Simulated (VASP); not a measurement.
Here is a VASP 6.6.1 calculation.

Contents of POSCAR:

```
Au
1.0
    1.4113099650     -2.5559330250      0.0000000000
    1.4113099650      2.5559330250      0.0000000000
    0.0000000000      0.0000000000      4.8931696100
Au
2
Direct
    0.6653279700      0.3346720300      0.2500000000
    0.3346720300      0.6653279700      0.7500000000
```

File INCAR.step1:

```
SYSTEM = Au
PREC = Accurate
ENCUT = 520
ISMEAR = 0
SIGMA = 0.1
LREAL = .False.
LASPH = .True.
NELM = 60
NBANDS = 18
GGA = PE
ALGO = Normal
EDIFF = 1E-4
LWAVE = .True.
LCHARG = .False.
```

File INCAR.step2:

```
SYSTEM = Au
PREC = Accurate
ENCUT = 520
EDIFF = 1E-6
ISMEAR = 0
SIGMA = 0.1
LREAL = .False.
LASPH = .True.
NELM = 60
ALGO = Normal
ISIF = 2
LWAVE = .False.
LCHARG = .False.
METAGGA = R2SCAN
LMIXTAU = .True.
NBANDS = 18
ISTART = 1
```

KPOINTS

```
regular mesh
0
Gamma
  16 16 8
  0 0 0
```

Potentials or basis: VASP PAW PBE potentials, release 64 (Au).

Launch:

```console
$ cat potpaw_PBE.64/Au/POTCAR > POTCAR
$ cp INCAR.step1 INCAR
$ mpirun -np 1 vasp_std > vasp.out
$ cp INCAR.step2 INCAR
$ mpirun -np 1 vasp_std > vasp.out
```

What does it give for the pressure?

-0.1 GPa.

Estimate the band gap on the k mesh.

zero (band 11 reaches 12.99 eV, above the bottom of band 12 at 6.01 eV).

Predict the largest force.

0.013 eV/Å.

Forces in eV/Å, atoms in the order of the input:
```
Au   0.000  0.013  0.000
Au   0.000 -0.013  0.000
```

Caveat: the PAW data sets were made with another functional, which shifts forces and pressure a little; spin-orbit coupling is left out, which moves the levels of the heavy elements.
